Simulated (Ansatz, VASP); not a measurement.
**Re in VASP and in Ansatz**

Contents of INCAR:

```
PREC     = Accurate       # precision mode
ENCUT    = 520            # plane-wave cutoff, eV
EDIFF    = 1E-7           # SCF threshold, eV
ISMEAR   = 1              # smearing method
SIGMA    = 0.1            # smearing width, eV
LREAL    = F              # projectors in reciprocal space
LASPH    = T              # aspherical terms in the spheres
NELM     = 60             # most SCF steps
ALGO     = Normal         # electronic algorithm
ISIF     = 2              # what is computed and relaxed
LWAVE    = F              # write WAVECAR
LCHARG   = F              # write CHGCAR
GGA      = PE             # functional
NBANDS   = 14             # bands
```

Contents of KPOINTS:

```
regular mesh
0
Gamma
  12 12 7
```

POSCAR

```
Re
1.0
    2.8325409562      0.0000000000      0.0000000000
   -1.4162704781      2.4530524922      0.0000000000
    0.0000000000      0.0000000000      4.5740488593
Re
2
Direct
    0.3333333333      0.6666666667      0.2500000000
    0.6666666667      0.3333333333      0.7500000000
```

Input for Ansatz:

```yaml
crystal:
  lattice:
    - [2.832540956151015, 0.0, 0.0]
    - [-1.4162704780755075, 2.453052492213653, 0.0]
    - [0.0, 0.0, 4.57404885928443]
  atoms:
    - { symbol: Re, position: [0.3333333333333333, 0.6666666666666666, 0.25] }
    - { symbol: Re, position: [0.6666666666666666, 0.3333333333333333, 0.75] }
basis:
  ecutwfc: 450.0
kpoints:
  mp_grid:
    grid: [12, 12, 7]
hamiltonian:
  xc: pbe
scf:
  occupations:
    method: cold
output:
  stress: true
```

Alike in both runs: task single point; functional PBE; k mesh 12 × 12 × 7; no spin polarisation.

```csv
,VASP,Ansatz
version,VASP 6.6.1,Ansatz 0.2.0
potentials or method,"VASP PAW PBE potentials, release 64 (Re), cutoff 520 eV","plane waves, PAW"
occupations,"methfessel-paxton of order 1, width 0.1 eV",cold
valence electrons in the cell,14,30
```

```tsv
	VASP	Ansatz	Ansatz less VASP
pressure (GPa)	-20.2	-19.5	+0.76
traceless stress, the component that is largest in VASP (GPa)	0.31	0.15	-0.163
```

VASP's potentials hold 14 valence electrons a cell and Ansatz's 30, so a difference there can come from the potentials and not from the codes.

Neither program's run includes spin-orbit coupling.
